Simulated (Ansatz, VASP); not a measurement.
Sb in VASP and in Ansatz

The input INCAR:

```
SYSTEM = Sb
PREC = Accurate
ENCUT = 520
EDIFF = 1E-6
ISMEAR = -1
SIGMA = 0.05
LREAL = .FALSE.
LASPH = .TRUE.
NELM = 80
ALGO = Normal
ISIF = 2
LWAVE = .FALSE.
LCHARG = .TRUE.
GGA = CA
LELF = .TRUE.
LVHAR = .TRUE.
NBANDS = 8
```

Contents of KPOINTS:

```
Automatic mesh
0
G
  12 12 12
  0 0 0
```

File POSCAR:

```
Sb
1.0
   -1.5443568632      1.5443568632      2.6565772150
    1.5443568632     -1.5443568632      2.6565772150
    1.5443568632      1.5443568632     -2.6565772150
Sb
1
Direct
    0.0000000000      0.0000000000      0.0000000000
```

Contents of input.yaml:

```yaml
crystal:
  lattice:
    - [-1.5443568632, 1.5443568632, 2.656577215]
    - [1.5443568632, -1.5443568632, 2.656577215]
    - [1.5443568632, 1.5443568632, -2.656577215]
  atoms:
    - { symbol: Sb, position: [0.0, 0.0, 0.0] }
hamiltonian:
  xc: lda
  pseudopotentials: { kind: paw }
kpoints:
  mp_grid: { grid: [12, 12, 12] }
scf:
  occupations: { method: fermi_dirac, width: 0.05 }
output:
  forces: true
  stress: true
  eigenvalues: true
  write_density: true
  write_potential: true
  elf: true
  volumetric_format: npy
```

Alike in both runs: task single point; functional LDA; k mesh 12 × 12 × 12; occupations fermi-dirac, width 0.05 eV; no spin polarisation.

```csv
,VASP,Ansatz
version,VASP 6.6.1,Ansatz 0.2.0
potentials or method,"VASP PAW LDA potentials, release 64 (Sb)",Ansatz PAW
plane-wave cutoff (eV),520,420
valence electrons in the cell,5,15
```

Ansatz gave:

| Item | Value |
| --- | --- |
| gap on the k mesh at the Fermi level (eV) | none |
| pressure (GPa) | 1.8 |
| traceless stress, the component that is largest in VASP (GPa) | -0.69 |

Estimate VASP's values.

gap on the k mesh at the Fermi level (eV): none; pressure (GPa): 2.0; traceless stress, the component that is largest in VASP (GPa): -0.76.

LDA's correlation is that of Perdew and Zunger in VASP and of Perdew and Wang (1992) in Ansatz. A gap of «none» marks a metal or a gap that the smearing closes. VASP's potentials hold 5 valence electrons a cell and Ansatz's 15, so a difference there can come from the potentials and not from the codes.

Neither program's run includes spin-orbit coupling.
